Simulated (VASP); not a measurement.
HgTe: single point with PBE

Crystal: HgTe.

```
Hg Te
1.0
     0.01096    3.30012    3.30012
     3.30012    0.01096    3.30012
     3.30012    3.30012    0.01096
Hg Te
1 1
Cartesian
  0.0022 0.0022 0.0022
  1.6506 1.6506 1.6506
```

This cell differs from its parent crystal: strain along [111] +0.5%.

```
Program             : VASP 6.6.1
Task                : single point
Functional          : PBE
Potentials or basis : VASP PAW PBE potentials, release 64 (Hg, Te)
Cutoff              : 520 eV
k mesh              : 6 × 6 × 6
Occupations         : fermi-dirac, width 0.02 eV
Spin                : no spin polarisation
```

The pressure is 1.1 GPa and the band gap on the k mesh is zero (filled and empty bands touch).

Forces on the atoms (eV/Å):
```
Hg   0.001  0.001  0.001
Te  -0.001 -0.001 -0.001
```

Stress tensor (GPa, compression positive):
```
 1.13 -0.06 -0.06
-0.06  1.13 -0.06
-0.06 -0.06  1.13
```

Levels at points of the mesh, in eV from the Fermi level:
```csv
k point,band 6,band 7,band 8,band 9,band 10,band 11,band 12,band 13
"(0.00, 0.00, 0.00)",-6.59,-0.88,-0.03,-0.01,-0.01,4.28,4.33,4.33
"(0.50, 0.00, 0.00)",-6.32,-5.13,-0.91,-0.89,0.67,5.06,5.06,6.83
"(0.50, 0.50, 0.00)",-6.20,-5.14,-2.06,-2.04,1.89,2.62,8.00,8.60
"(0.50, 0.50, 0.50)",-6.33,-5.15,-0.88,-0.88,0.72,5.09,5.09,6.82
```

It took 28 s on 1 thread of Intel(R) Xeon(R) Platinum 8488C (Sapphire Rapids) (shared host), peak memory 0.21 GiB.

Caveat: the cell differs from its parent crystal (strain along [111] +0.5%); spin-orbit coupling is left out, which moves the levels of the heavy elements.
